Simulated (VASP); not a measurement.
# Ag (Pm-3m) in VASP: notebook, part 2 of 2

VASP 6.6.1.

## 3. Single point, PBE (volume scaled by 0.92)

Input file INCAR:

```
SYSTEM = Ag
  PREC = Accurate
  ENCUT = 520
  EDIFF = 1E-6
  ISMEAR = -1
  SIGMA = 0.1
  LREAL = .FALSE.
  LASPH = .TRUE.
  NELM = 60
  ALGO = Normal
  ISIF = 2
  LWAVE = .FALSE.
  LCHARG = .TRUE.
  GGA = PE
  LELF = .TRUE.
  LVHAR = .TRUE.
  NBANDS = 12
```

Input file KPOINTS:

```
regular mesh
0
G
  13 13 13
  0 0 0
```

Input file POSCAR:

```
Ag
1.0
    2.6767311019      0.0000000000      0.0000000000
    0.0000000000      2.6767311019      0.0000000000
    0.0000000000      0.0000000000      2.6767311019
Ag
1
Direct
    0.0000000000      0.0000000000      0.0000000000
```

Potentials or basis: VASP PAW PBE potentials, release 64 (Ag).

Run with:

```bash
$ cat potpaw_PBE.64/Ag/POTCAR > POTCAR
$ mpirun -np 1 vasp_std > vasp.out
```

OUTCAR:

```text
SYSTEM = Ag
   PREC = Accurate
   ENCUT = 520
   EDIFF = 1E-6
   ISMEAR = -1
   LREAL = .FALSE.
   LASPH = .TRUE.
   NELM = 60
   ISIF = 2
   GGA = PE

 ion  position               nearest neighbor table
   1  0.000  0.000  0.000-

  LATTYP: Found a simple cubic cell.
 ALAT       =     2.6767311019

  Lattice vectors:

 A1 = (   2.6767311019,   0.0000000000,   0.0000000000)
 A2 = (   0.0000000000,   2.6767311019,   0.0000000000)
 A3 = (   0.0000000000,   0.0000000000,   2.6767311019)

Analysis of symmetry for initial positions (statically):
=====================================================================
 Subroutine PRICEL returns:
 Original cell was already a primitive cell.

 Routine SETGRP: Setting up the symmetry group for a
 simple cubic supercell.

 Subroutine GETGRP returns: Found 48 space group operations
 (whereof 48 operations were pure point group operations)
 out of a pool of 48 trial point group operations.

The static configuration has the point symmetry O_h .

Analysis of symmetry for dynamics (positions and initial velocities):
=====================================================================
 Subroutine PRICEL returns:
 Original cell was already a primitive cell.

 Routine SETGRP: Setting up the symmetry group for a
 simple cubic supercell.

 Subroutine GETGRP returns: Found 48 space group operations
 (whereof 48 operations were pure point group operations)
 out of a pool of 48 trial point group operations.

The dynamic configuration has the point symmetry O_h .

 Subroutine INISYM returns: Found 48 space group operations
 (whereof 48 operations are pure point group operations),
 and found     1 'primitive' translations

----------------------------------------------------------------------------------------

                                     Primitive cell

  volume of cell :      19.1785

  direct lattice vectors                    reciprocal lattice vectors
     2.676731102  0.000000000  0.000000000     0.373590010  0.000000000  0.000000000
     0.000000000  2.676731102  0.000000000     0.000000000  0.373590010  0.000000000
     0.000000000  0.000000000  2.676731102     0.000000000  0.000000000  0.373590010

  length of vectors
     2.676731102  2.676731102  2.676731102     0.373590010  0.373590010  0.373590010

  position of ions in fractional coordinates (direct lattice)
     0.000000000  0.000000000  0.000000000

  ion indices of the primitive-cell ions
   primitive index   ion index
                 1           1

----------------------------------------------------------------------------------------

 KPOINTS: regular mesh

Automatic generation of k-mesh.
 Grid dimensions read from file:
 generate k-points for:   13   13   13

 Generating k-lattice:

  Cartesian coordinates                     Fractional coordinates (reciprocal lattice)
     0.028737693  0.000000000  0.000000000     0.076923077  0.000000000  0.000000000
     0.000000000  0.028737693  0.000000000     0.000000000  0.076923077  0.000000000
     0.000000000  0.000000000  0.028737693     0.000000000  0.000000000  0.076923077

  Length of vectors
     0.028737693  0.028737693  0.028737693

  Shift w.r.t. Gamma in fractional coordinates (k-lattice)
     0.000000000  0.000000000  0.000000000

 Subroutine IBZKPT returns following result:
 ===========================================

 Found     84 irreducible k-points:

 Following reciprocal coordinates:
            Coordinates               Weight
  0.000000  0.000000  0.000000      1.000000
  0.076923  0.000000  0.000000      6.000000
  0.153846  0.000000  0.000000      6.000000
  0.230769  0.000000  0.000000      6.000000
  0.307692  0.000000  0.000000      6.000000
  0.384615  0.000000  0.000000      6.000000
[... 16 lines left out ...]
  0.307692  0.307692  0.000000     12.000000
  0.384615  0.307692  0.000000     24.000000
 [... further k-points ...]
   k-points           NKPTS =     84   k-points in BZ     NKDIM =     84   number of bands    NBANDS=     12
   number of dos      NEDOS =    301   number of ions     NIONS =      1
   total plane-waves  NPLWV =   8000
   dimension x,y,z NGX =    20 NGY =   20 NGZ =   20
   dimension x,y,z NGXF=    40 NGYF=   40 NGZF=   40
   ions per type =               1
   NGX,Y,Z   is equivalent  to a cutoff of  12.42, 12.42, 12.42 a.u.
   NGXF,Y,Z  is equivalent  to a cutoff of  24.84, 24.84, 24.84 a.u.
 SYSTEM =  Ag
   PREC   = accura    normal or accurate (medium, high low for compatibility)
   ISTART =      0    job   : 0-new  1-cont  2-samecut
   ICHARG =      2    charge: 1-file 2-atom 10-const
   ISPIN  =      1    spin polarized calculation?
   LNONCOLLINEAR =      F non collinear calculations
   LSORBIT =      F    spin-orbit coupling
   LASPH  =      T    aspherical Exc in radial PAW
   ENCUT  =  520.0 eV  38.22 Ry    6.18 a.u.   4.98  4.98  4.98*2*pi/ulx,y,z
   NELM   =     60;   NELMIN=  2; NELMDL= -5     # of ELM steps
   EDIFF  = 0.1E-05   stopping-criterion for ELM
   LREAL  =      F    real-space projection
   EDIFFG = 0.1E-04   stopping-criterion for IOM
   NSW    =      0    number of steps for IOM
   IBRION =     -1    ionic relax: 0-MD 1-quasi-New 2-CG
   NFREE  =      0    steps in history (QN), initial steepest desc. (CG)
   ISIF   =      2    stress and relaxation
   ISYM   =      2    0-nonsym 1-usesym 2-fastsym
   POTIM  = 0.5000    time-step for ionic-motion
   TEBEG  =    0.0;   TEEND  =   0.0 temperature during run
   PSTRESS=    0.0 pullay stress
   NELECT =      11.0000    total number of electrons
   NUPDOWN=      -1.0000    fix difference up-down
   EMIN   =  10.00;   EMAX   =-10.00  energy-range for DOS
   EFERMI =   0.00;   METHOD = LEGACY
   ISMEAR =    -1;   SIGMA  =   0.10  broadening in eV -4-tet -1-fermi 0-gaus
   EFERMI_NEDOS =   21; number of points for ismear=-14 and -15
   IALGO  =     38    algorithm
   IMIX   =      4    mixing-type and parameters
     AMIX     =   0.40;   BMIX     =  1.00
     AMIX_MAG =   1.60;   BMIX_MAG =  1.00
  volume/ion in A,a.u.               =      19.18       129.42
  Fermi-wavevector in a.u.,A,eV,Ry     =   1.360194  2.570395 25.172530  1.850129
  Thomas-Fermi vector in A             =   2.486877
   LORBIT       =      0    0 simple, 1 ext, 2 COOP (PROOUT), +10 PAW based schemes
   GGA     = PE    functional components
   LHFCALC =     F    Hartree Fock is set to
   AEXX    =    0.0000 exact exchange contribution
   IVDW    =     0    specifies the selected vdW correction
   LEPSILON=     F    determine dielectric tensor
   LRPA    =     F    only Hartree local field effects (RPA)
 non-spin polarized calculation
  energy-cutoff  :      520.00
  volume of cell :       19.18
 maximum number of plane-waves:       526
 NGX is ok and might be reduce to    20
   NGX =  9   NGY =  9   NGZ =  9

 number of electron      10.9999989 magnetization

 Free energy of the ion-electron system (eV)
  ---------------------------------------------------
  ext. energy  EPLUGINS =         0.00000000
  ---------------------------------------------------
  free energy    TOTEN  =        -2.35861269 eV

  energy without entropy =       -2.34836159  energy(sigma->0) =       -2.35348714

 E-fermi :   6.8423     XC(G=0): -11.4265

 val. band max:        6.7697405573   @ k =   0.4615   0.1538   0.0000
 cond. band min:       6.8889389744   @ k =   0.3846   0.3077   0.0769
 fundamental gap:      0.1191984171
 Fermi energy:         6.8422771620

 k-point     1 :       0.0000    0.0000    0.0000
  band No.  band energies     occupation
      1       0.0009      2.00000
      2       0.7433      2.00000
      3       0.7433      2.00000
      4       4.0599      2.00000
      5       4.0599      2.00000
      6       4.0599      2.00000
      7      21.3591      0.00000
      8      21.3591      0.00000
      9      21.3591      0.00000
     10      26.8027      0.00000
     11      26.8027      0.00000
     12      27.2623      0.00000
[... 331 lines left out ...]
 k-point    24 :       0.3846    0.3077    0.0000
  band No.  band energies     occupation
      1       1.3794      2.00000
      2       1.4331      2.00000
      3       3.2208      2.00000
      4       3.3803      2.00000
      5       3.4499      2.00000
      6       6.7051      1.59536
      7      12.2964      0.00000
      8      17.0032      0.00000
      9      21.5131      0.00000
     10      27.1738      0.00000
     11      28.6801      0.00000
     12      30.4515      0.00000

 [... further k-points ...]

------------------------ aborting loop because EDIFF is reached ----------------------------------------

  FORCE on cell =-STRESS in cart. coord.  units (eV):
  Direction    XX          YY          ZZ          XY          YZ          ZX
  --------------------------------------------------------------------------------------
  -------------------------------------------------------------------------------------
  Total        0.8100560      0.8100560      0.8100560      0.0000000      0.0000000     -0.0000000
  in kB       67.6723679     67.6723679     67.6723679      0.0000000      0.0000000     -0.0000000
  external PRESSURE =      67.6723679 kB  Pullay stress =       0.0000000 kB

 VOLUME and BASIS-vectors are now :
 -----------------------------------------------------------------------------
  energy-cutoff  :      520.00
  volume of cell :       19.18
      direct lattice vectors                 reciprocal lattice vectors
     2.676731102  0.000000000  0.000000000     0.373590010  0.000000000  0.000000000
     0.000000000  2.676731102  0.000000000     0.000000000  0.373590010  0.000000000
     0.000000000  0.000000000  2.676731102     0.000000000  0.000000000  0.373590010

 POSITION                                       TOTAL-FORCE (eV/Angst)
 -----------------------------------------------------------------------------------
      0.00000      0.00000      0.00000         0.000000      0.000000      0.000000
 -----------------------------------------------------------------------------------
    total drift:                               -0.000000      0.000000      0.000000

  FREE ENERGIE OF THE ION-ELECTRON SYSTEM (eV)
  ---------------------------------------------------
  free  energy   TOTEN  =        -2.3586126920 eV

  energy  without entropy=       -2.3483615885  energy(sigma->0) =       -2.35348714
```

OSZICAR:

```text
N       E                     dE             d eps       ncg     rms          rms(c)
DAV:   1     0.521409604140E+02    0.52141E+02   -0.53787E+03  2032   0.810E+02
DAV:   2    -0.174804036741E+01   -0.53889E+02   -0.51262E+02  2328   0.190E+02
DAV:   3    -0.257062457535E+01   -0.82258E+00   -0.82221E+00  2352   0.252E+01
DAV:   4    -0.257347022981E+01   -0.28457E-02   -0.28455E-02  2312   0.152E+00
DAV:   5    -0.257349675765E+01   -0.26528E-04   -0.26527E-04  2320   0.135E-01    0.466E+00
DAV:   6    -0.236942550348E+01    0.20407E+00   -0.79269E-01  2244   0.787E+00    0.308E+00
DAV:   7    -0.236148588599E+01    0.79396E-02   -0.89091E-03  2272   0.868E-01    0.172E+00
DAV:   8    -0.235859719219E+01    0.28887E-02   -0.93620E-04  2292   0.229E-01    0.715E-02
DAV:   9    -0.235860671603E+01   -0.95238E-05   -0.10822E-05  2296   0.239E-02    0.144E-02
DAV:  10    -0.235861317272E+01   -0.64567E-05   -0.50598E-06  2316   0.198E-02    0.477E-03
DAV:  11    -0.235861269201E+01    0.48071E-06   -0.11989E-07  1208   0.287E-03
   1 F= -.23586127E+01 E0= -.23534871E+01  d E =-.102511E-01
```

stdout:

```text
POSCAR found type information on POSCAR Ag
 POSCAR found :  1 types and       1 ions
 scaLAPACK will be used
 LDA part: xc-table for (Slater+PW92), standard interpolation
 POSCAR, INCAR and KPOINTS ok, starting setup
 FFT: planning ... GRIDC
 FFT: planning ... GRID_SOFT
 FFT: planning ... GRID
 WAVECAR not read
 entering main loop
```

Wall time 5.2 s (1 thread of Intel Xeon 6975P-C, shared host); peak memory 0.13 GiB.

What came out:

| Item | Value |
| --- | --- |
| Free energy | -2.3586 eV |
| Pressure | 6.8 GPa |

Levels at points of the mesh, in eV from the Fermi level:
```
           k point  band 4  band 5  band 6  band 7  band 8  band 9
(0.00, 0.00, 0.00)   -2.78   -2.78   -2.78   14.52   14.52   14.52
```
